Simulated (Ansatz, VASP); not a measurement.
# BaZrO3: VASP beside Ansatz

```
CELL_PARAMETERS angstrom
4.18062 0.00000 0.00000
0.00000 4.18062 0.00000
0.00000 0.00000 4.18062
ATOMIC_POSITIONS crystal
Ba 0.00000 0.00000 0.00000
Zr 0.50000 0.50000 0.50000
O 0.00000 0.50000 0.50000
O 0.50000 0.00000 0.50000
O 0.50000 0.50000 0.00000
```

Alike in both runs: task single point; functional PBEsol; k mesh 6 × 6 × 6; no spin polarisation.

|  | VASP | Ansatz |
| --- | --- | --- |
| version | VASP 6.6.1 | Ansatz 0.2.0 |
| potentials or method | VASP PAW PBE potentials, release 64 (Ba_sv, Zr_sv, O) | PAW with Ansatz's default frozen-core files, scalar-relativistic |
| plane-wave cutoff (eV) | 520 | 420 |
| occupations | gaussian, width 0.01 eV | fixed |
| valence electrons in the cell | 40 | 40 |

|  | VASP | Ansatz | Ansatz less VASP |
| --- | --- | --- | --- |
| gap on the k mesh at the Fermi level (eV) | 3.12 | 3.17 | +0.052 |
| pressure (GPa) | 1.2 | 0.0 | -1.17 |

VASP's potentials were made for PBE, not for PBEsol.

Neither program's run includes spin-orbit coupling.
